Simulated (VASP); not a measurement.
A run of VASP 6.6.1 is set up as follows.

Contents of INCAR:

```
SYSTEM = SnO
PREC     = Accurate       ! precision mode
ENCUT    = 600            ! plane-wave cutoff, eV
EDIFF    = 1E-6           ! SCF threshold, eV
ISMEAR   = 0              ! smearing method
SIGMA    = 0.01           ! smearing width, eV
LREAL    = .False.        ! projectors in reciprocal space
LASPH    = .True.         ! aspherical terms in the spheres
NELM     = 60             ! most SCF steps
ALGO     = Normal         ! electronic algorithm
ISIF     = 3              ! what is computed and relaxed
LWAVE    = .False.        ! write WAVECAR
LCHARG   = .False.        ! write CHGCAR
GGA      = PS             ! functional
IVDW     = 12             ! dispersion correction
IBRION   = 2              ! ionic algorithm
NSW      = 80             ! ionic steps
EDIFFG   = -0.03          ! ionic threshold
```

The input KPOINTS:

```
Automatic mesh
0
Gamma
  6 4 6
  0 0 0
```

Contents of POSCAR:

```
SnO
1.0
    3.3550050000      0.0000000000      0.0000000000
    0.0000000000      5.6741040000      0.0000000000
    0.0000000000      0.0000000000      4.2219700000
Sn O
2 2
Direct
    0.0000000000      0.2319090000      0.5131440000
    0.5000000000      0.7680910000      0.0131440000
    0.0000000000      0.8912500000      0.7368570000
    0.5000000000      0.1087500000      0.2368570000
```

Potentials or basis: VASP PAW PBE potentials, release 64 (Sn_d, O).

Launch:

```bash
$ cat potpaw_PBE.64/Sn_d/POTCAR potpaw_PBE.64/O/POTCAR > POTCAR
$ mpirun -np 1 vasp_std > vasp.out
```

What does it give for the relaxed cell?

a = 3.290 Å, b = 5.599 Å, c = 3.614 Å, α = 90.00°, β = 90.00°, γ = 90.00°.

Estimate the space group after relaxing (to 0.1 Å).

Pmn2_1 (No. 31).

Step by step:
| step | energy change (eV) | largest force (eV/Å) | pressure (GPa) | volume (Å³) |
| --- | --- | --- | --- | --- |
| 1 | 0.0000 | 0.3461 | -4.46 | 80.37 |
| 2 | -0.0156 | 1.2250 | 3.65 | 74.04 |
| 3 | -0.0562 | 0.4621 | -0.39 | 76.84 |
| 4 | -0.0765 | 0.3414 | -0.36 | 75.62 |
| 5 | -0.0955 | 0.1743 | -0.23 | 73.40 |
| 6 | -0.0962 | 0.2207 | -0.19 | 72.82 |
| 7 | -0.1099 | 0.2059 | -0.09 | 71.74 |
| 8 | -0.1271 | 0.1508 | 0.42 | 68.51 |
| 9 | -0.1334 | 0.2600 | -0.77 | 68.90 |
| 10 | -0.1335 | 0.2822 | -0.95 | 68.96 |
| 11 | -0.1370 | 0.2350 | -0.77 | 68.81 |
| 12 | -0.1436 | 0.1962 | -0.19 | 68.38 |
| 13 | -0.1383 | 0.4163 | 1.04 | 67.51 |
| 14 | -0.1445 | 0.2640 | 0.20 | 68.13 |
| 15 | -0.1491 | 0.2085 | 0.02 | 68.05 |
| 16 | -0.1562 | 0.0900 | -0.29 | 67.80 |
| 17 | -0.1565 | 0.0835 | -0.36 | 67.73 |
| 18 | -0.1608 | 0.0873 | -0.16 | 67.35 |
| 19 | -0.1628 | 0.1018 | 0.08 | 66.91 |
| 20 | -0.1628 | 0.1043 | 0.10 | 66.85 |
| 21 | -0.1643 | 0.0414 | -0.13 | 66.81 |
| 22 | -0.1645 | 0.0717 | -0.30 | 66.78 |
| 23 | -0.1649 | 0.0647 | 0.30 | 66.42 |
| 24 | -0.1650 | 0.0553 | 0.13 | 66.53 |
| 25 | -0.1654 | 0.0143 | 0.10 | 66.57 |

Caveat: the volume moved by over 15 % at a fixed basis, so the end points are rough; the PAW data sets were made with another functional, which shifts forces and pressure a little.
